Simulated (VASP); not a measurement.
## Y2MgC2: single point with PBE

The system is Y2MgC2.

```xyz
5
Lattice="5.5122 0.0000 0.0000 0.0000 5.5122 0.0000 0.0000 0.0000 3.9880" Properties=species:S:1:pos:R:3 pbc="T T T"
Y     2.7561    0.0000    0.0000
Y     0.0000    2.7561    0.0000
Mg    0.0000    0.0000    0.0000
C     2.7561    2.7561    1.3582
C     2.7561    2.7561    2.6298
```

```
Program                : VASP 6.6.1
Task                   : single point
Functional             : PBE
Potentials or basis    : VASP PAW PBE potentials, release 64 (Y_sv, Mg, C)
Cutoff                 : 520 eV
k mesh                 : 4 × 4 × 4
Occupations            : gaussian, width 0.1 eV
Spin                   : collinear spin, ferromagnetic start
Starting moments       : [0.0, 0.0, 0.0, 1.0, 1.0] μB
Dipole correction      : no
Further INCAR settings : ALGO = Normal; EDIFF = 1e-06; NBANDS = 28
```

```
Pressure                                              : 0.1 GPa
Largest force                                         : 0.117 eV/Å
Band gap on the k mesh                                : zero (filled and empty bands overlap)
Net moment                                            : 0.00 μB per cell
Valence electrons inside the program's atomic spheres : Y 9.31; Mg 0.49; C 2.45
```

Forces in eV/Å, atoms in the order of the input:
```
Y    0.000  0.000  0.000
Y    0.000  0.000  0.000
Mg   0.000  0.000  0.000
C    0.000  0.000 -0.117
C    0.000  0.000  0.117
```

Levels at points of the mesh, in eV from the Fermi level:
Spin up:
| k point | band 12 | band 13 | band 14 | band 15 | band 16 | band 17 | band 18 | band 19 | band 20 | band 21 |
| --- | --- | --- | --- | --- | --- | --- | --- | --- | --- | --- |
| (0.00, 0.00, 0.00) | -3.70 | -3.55 | -3.55 | -0.42 | -0.37 | -0.07 | 1.24 | 1.24 | 1.85 | 1.85 |
| (0.50, 0.00, 0.00) | -3.84 | -3.61 | -2.70 | -1.27 | -0.15 | 0.29 | 0.31 | 1.41 | 1.59 | 1.63 |
| (0.50, 0.50, 0.00) | -3.97 | -3.82 | -2.50 | -0.94 | -0.94 | 0.24 | 0.24 | 1.04 | 2.75 | 2.75 |
| (0.00, 0.00, 0.50) | -3.55 | -3.04 | -1.30 | -0.03 | 0.21 | 0.67 | 0.67 | 1.40 | 1.40 | 2.46 |
| (0.50, 0.00, 0.50) | -3.44 | -2.36 | -1.14 | -0.65 | -0.15 | 0.33 | 0.35 | 0.48 | 0.63 | 2.03 |
| (0.50, 0.50, 0.50) | -3.23 | -1.75 | -1.45 | -1.45 | -1.32 | -0.67 | 0.76 | 0.76 | 2.04 | 2.17 |
Spin down:
```
           k point  band 13  band 14  band 15  band 16  band 17  band 18  band 19  band 20
(0.00, 0.00, 0.00)    -3.55    -3.55    -0.42    -0.37    -0.07     1.24     1.24     1.85
(0.50, 0.00, 0.00)    -3.61    -2.70    -1.27    -0.15     0.29     0.31     1.41     1.59
(0.50, 0.50, 0.00)    -3.82    -2.50    -0.94    -0.94     0.24     0.24     1.04     2.75
(0.00, 0.00, 0.50)    -3.04    -1.30    -0.03     0.21     0.67     0.67     1.40     1.40
(0.50, 0.00, 0.50)    -2.36    -1.14    -0.65    -0.15     0.33     0.35     0.48     0.63
(0.50, 0.50, 0.50)    -1.75    -1.45    -1.45    -1.32    -0.67     0.76     0.76     2.04
```

Wall time 2 min on 1 thread of Intel(R) Xeon(R) Platinum 8488C (Sapphire Rapids), with other jobs on the host, peak memory 0.32 GiB.

Caveat: the k points lie up to 0.39 Å⁻¹ apart.
